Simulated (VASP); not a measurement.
Wanted: the native input for a VASP 6.6.1 run.

```yaml
Task: relaxation of cell and atoms
Functional: PBEsol
Potentials_or_basis: VASP PAW PBE potentials, release 64 (Cu)
Cutoff: 600 eV
k_mesh: 12 × 12 × 4
Occupations: fermi-dirac, width 0.05 eV
Spin: no spin polarisation
Target_pressure: 30 GPa
Dipole_correction: no
Further_INCAR_settings: ALGO = Normal; EDIFF = 1e-07; IBRION = 2; EDIFFG = -0.01; NSW = 80; ISIF = 3
```

The structure of Cu lies in POSCAR:

```
Cu
1.0
    2.5307640267      0.0000000000      0.0000000000
   -1.2653820134      2.1917059381      0.0000000000
    0.0000000000      0.0000000000      8.2618150800
Cu
4
Direct
    0.6666666667      0.3333333333      0.7500000000
    0.0000000000      0.0000000000      0.5000000000
    0.3333333333      0.6666666667      0.2500000000
    0.0000000000      0.0000000000      0.0000000000
```

The input as run:

INCAR

```
  ALGO = Normal
  EDIFF = 1E-7
  EDIFFG = -0.01
  ENCUT = 600
  GGA = PS
  GGA_COMPAT = F
  IBRION = 2
  ISIF = 3
  ISMEAR = -1
  LASPH = T
  LCHARG = F
  LREAL = F
  LWAVE = F
  NELM = 120
  NELMIN = 4
  NSW = 80
  PREC = Accurate
  PSTRESS = 300.0
  SIGMA = 0.05
```

KPOINTS

```
k-points
0
Gamma
  12 12 4
```

Potentials or basis: VASP PAW PBE potentials, release 64 (Cu).

The run is started by

```bash
$ cat potpaw_PBE.64/Cu/POTCAR > POTCAR
$ mpirun -np 1 vasp_std > vasp.out
```

Results of the run:

* Relaxed volume: 9.97 Å³/atom
* Relaxed cell: a = 2.418 Å, b = 2.418 Å, c = 7.877 Å, α = 90.00°, β = 90.00°, γ = 120.00°
* Space group after relaxing (to 0.05 Å): P6_3/mmc (No. 194)
* Energy change on relaxing (the enthalpy is what falls): +114.9 meV/atom
* Ionic steps: 9
* Pressure after relaxing: 29.9 GPa
* Band gap on the k mesh: zero (band 22 reaches 13.36 eV, above the bottom of band 23 at 7.69 eV)

Caveat: the cell is relaxed towards a set pressure, so the enthalpy falls and the energy may rise; the PAW data sets were made with another functional, which shifts forces and pressure a little.

It took 7 min on 1 thread of AMD EPYC 9R45 (Zen 5), on a shared host, peak memory 0.18 GiB.
